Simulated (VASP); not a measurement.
Set up this calculation in VASP 6.6.1, as the native input.

```
Task                   : single point
Functional             : r2SCAN
Potentials or basis    : VASP PAW PBE potentials, release 64 (Ge_d)
Cutoff                 : 520 eV
k mesh                 : 6 × 6 × 6
Occupations            : fermi-dirac, width 0.1 eV
Spin                   : no spin polarisation
Dipole correction      : no
Further INCAR settings : ALGO = Normal; EDIFF = 1e-06; NBANDS = 13
```

Ge:

```
Ge
1.0
     2.68157    0.00000    0.00000
     0.00000    2.68157    0.00000
     0.00000    0.00000    2.68157
Ge
1
Direct
  0.00000 0.00000 0.00000
```

One way to write it, as run:

POSCAR

```
Ge
1.0
    2.6815700150      0.0000000000      0.0000000000
    0.0000000000      2.6815700150      0.0000000000
    0.0000000000      0.0000000000      2.6815700150
Ge
1
Direct
    0.0000000000      0.0000000000      0.0000000000
```

INCAR.step1

```
SYSTEM = Ge
PREC = Accurate
ENCUT = 520
ISMEAR = -1
SIGMA = 0.1
LREAL = .False.
LASPH = .True.
NELM = 100
NBANDS = 13
GGA = PE
ALGO = Normal
EDIFF = 1E-4
LWAVE = .True.
LCHARG = .False.
```

INCAR.step2

```
SYSTEM = Ge
PREC = Accurate
ENCUT = 520
EDIFF = 1E-6
ISMEAR = -1
SIGMA = 0.1
LREAL = .False.
LASPH = .True.
NELM = 100
ALGO = Normal
ISIF = 2
LWAVE = .False.
LCHARG = .False.
METAGGA = R2SCAN
LMIXTAU = .True.
NBANDS = 13
ISTART = 1
```

KPOINTS

```
Automatic mesh
0
Gamma
  6 6 6
  0 0 0
```

Potentials or basis: VASP PAW PBE potentials, release 64 (Ge_d).

Launch:

```sh
$ cat potpaw_PBE.64/Ge_d/POTCAR > POTCAR
$ cp INCAR.step1 INCAR
$ mpirun -np 1 vasp_std > vasp.out
$ cp INCAR.step2 INCAR
$ mpirun -np 1 vasp_std > vasp.out
```

It gave:

```yaml
Pressure: -0.5 GPa
Band_gap_on_the_k_mesh: zero (band 7 reaches 13.23 eV, above the bottom of band 8 at 3.30 eV)
```

Caveat: the k points lie up to 0.39 Å⁻¹ apart; the PAW data sets were made with another functional, which shifts forces and pressure a little.

It took 21 s on 1 thread of AMD EPYC 7R43 64-Core Processor (Zen 3), with other jobs on the host, peak memory 0.09 GiB.
